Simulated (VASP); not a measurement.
The system is ZnSnP2.

```
Zn Sn P
1.0
    -2.85113    2.85113    5.71686
     2.85113   -2.85113    5.71686
     2.85113    2.85113   -5.71686
Zn Sn P
2 2 4
Direct
  0.75000 0.25000 0.50000
  0.00000 0.00000 0.00000
  0.25000 0.75000 0.50000
  0.50000 0.50000 0.00000
  0.37500 0.35279 0.47779
  0.64721 0.12500 0.02221
  0.10279 0.62500 0.97779
  0.87500 0.89721 0.52221
```

| Item | Value |
| --- | --- |
| Program | VASP 6.6.1 |
| Task | relaxation of cell and atoms |
| Functional | LDA |
| Potentials or basis | VASP PAW LDA potentials, release 64 (Zn, Sn_d, P) |
| Cutoff | 500 eV |
| k mesh | 6 × 6 × 6 |
| Occupations | fermi-dirac, width 0.02 eV |
| Spin | no spin polarisation |

At the start: pressure -4.5 GPa; volume 23.24 Å³/atom.

**Question.** How do energy, volume and symmetry change on relaxing?

**Answer.** Over 7 steps the energy falls by 22.6 meV/atom and the volume is 21.73 Å³/atom (-6.5 %); space group I-42d (No. 122, to 0.1 Å) before and after.

Step by step:
| step | energy change (eV) | largest force (eV/Å) | pressure (GPa) | volume (Å³) |
| --- | --- | --- | --- | --- |
| 1 | 0.0000 | 0.0433 | -4.46 | 185.89 |
| 2 | -0.1357 | 0.2479 | 2.53 | 169.02 |
| 3 | -0.1745 | 0.1773 | 0.01 | 174.10 |
| 4 | -0.1788 | 0.0917 | 0.00 | 173.96 |
| 5 | -0.1804 | 0.0011 | 0.00 | 173.81 |
| 6 | -0.1804 | 0.0006 | 0.00 | 173.82 |
| 7 | -0.1804 | 0.0001 | -0.01 | 173.83 |

Final structure:
```cif
data_structure
_symmetry_space_group_name_H-M 'P 1'
_symmetry_Int_Tables_number 1
_cell_length_a 6.8425
_cell_length_b 6.8425
_cell_length_c 6.8425
_cell_angle_alpha 131.919
_cell_angle_beta 131.919
_cell_angle_gamma 70.357
_cell_volume 173.83
loop_
_atom_site_label
_atom_site_type_symbol
_atom_site_fract_x
_atom_site_fract_y
_atom_site_fract_z
_atom_site_occupancy
Zn1 Zn 0.75000 0.25000 0.50000 1
Zn2 Zn 0.00000 0.00000 0.00000 1
Sn1 Sn 0.25000 0.75000 0.50000 1
Sn2 Sn 0.50000 0.50000 0.00000 1
P1 P 0.37500 0.34952 0.47452 1
P2 P 0.65048 0.12500 0.02548 1
P3 P 0.09952 0.62500 0.97452 1
P4 P 0.87500 0.90048 0.52548 1
```
